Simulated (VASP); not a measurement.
**Au: single point with PBEsol**

The system is Au.

```xyz
1
Lattice="-1.6573 1.6573 1.6738 1.6573 -1.6573 1.6738 1.6573 1.6573 -1.6738" Properties=species:S:1:pos:R:3 pbc="T T T"
Au    0.0000    0.0000    0.0000
```

This cell differs from its parent crystal: strain +0.0100 x Voigt [0, 0, 1, 0, 0, 0].

```
Program             : VASP 6.6.1
Task                : single point
Functional          : PBEsol
Potentials or basis : VASP PAW PBE potentials, release 64 (Au)
Cutoff              : 520 eV
k mesh              : 20 × 20 × 20
Occupations         : gaussian, width 0.15 eV
Spin                : no spin polarisation
```

- Pressure: -10.7 GPa

Levels at points of the mesh, in eV from the Fermi level:
| k point | band 2 | band 3 | band 4 | band 5 | band 6 | band 7 | band 8 | band 9 | band 10 | band 11 |
| --- | --- | --- | --- | --- | --- | --- | --- | --- | --- | --- |
| (0.00, 0.00, 0.00) | -4.50 | -4.50 | -4.44 | -2.79 | -2.72 | 16.33 | 16.50 | 16.50 | 22.72 | 23.02 |
| (0.50, 0.00, 0.00) | -5.43 | -2.92 | -2.59 | -1.42 | -0.41 | 3.08 | 12.31 | 13.39 | 20.78 | 21.21 |
| (0.50, 0.50, 0.00) | -5.49 | -2.85 | -2.57 | -1.40 | -0.36 | 3.16 | 12.17 | 13.17 | 20.49 | 21.07 |
| (0.50, 0.50, 0.50) | -6.19 | -1.76 | -1.74 | -1.74 | 5.97 | 6.24 | 6.24 | 8.78 | 15.07 | 15.26 |

Run time: 40 s on 1 thread of Intel(R) Xeon(R) 6975P-C (Granite Rapids) (shared host), peak memory 0.25 GiB.

Caveat: the cell differs from its parent crystal (strain +0.0100 x Voigt [0, 0, 1, 0, 0, 0]); the PAW data sets were made with another functional, which shifts forces and pressure a little; spin-orbit coupling is left out, which moves the levels of the heavy elements.
